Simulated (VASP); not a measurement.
Here is a VASP 6.6.1 calculation.

INCAR

```
ALGO     = Fast           # electronic algorithm
EDIFF    = 1E-6           # SCF threshold, eV
ENCUT    = 520            # plane-wave cutoff, eV
GGA      = PE             # functional
ISIF     = 2              # what is computed and relaxed
ISMEAR   = -1             # smearing method
LASPH    = T              # aspherical terms in the spheres
LCHARG   = T              # write CHGCAR
LELF     = T              # ELF
LREAL    = F              # projectors in reciprocal space
LVHAR    = T            
LWAVE    = F              # write WAVECAR
NBANDS   = 20             # bands
NELM     = 80             # most SCF steps
PREC     = Accurate       # precision mode
SIGMA    = 0.05           # smearing width, eV
```

File KPOINTS:

```
k-points
0
Gamma
  6 6 6
```

Contents of POSCAR:

```
Na3Al
1.0
    0.0000000000      3.7547574731      3.7547574731
    3.7547574731      0.0000000000      3.7547574731
    3.7547574731      3.7547574731      0.0000000000
Al Na
1 3
Direct
    0.0000000000      0.0000000000      0.0000000000
    0.5000000000      0.5000000000      0.5000000000
    0.7500000000      0.7500000000      0.7500000000
    0.2500000000      0.2500000000      0.2500000000
```

Potentials or basis: VASP PAW PBE potentials, release 64 (Al, Na_pv).

The run is started by

```console
$ cat potpaw_PBE.64/Al/POTCAR potpaw_PBE.64/Na_pv/POTCAR > POTCAR
$ mpirun -np 1 vasp_std > vasp.out
```

(1) What does it give for the pressure?

(2) Estimate the band gap on the k mesh.

Results:

(1) 1.2 GPa.

(2) zero (band 12 reaches 2.85 eV, above the bottom of band 13 at 0.86 eV).
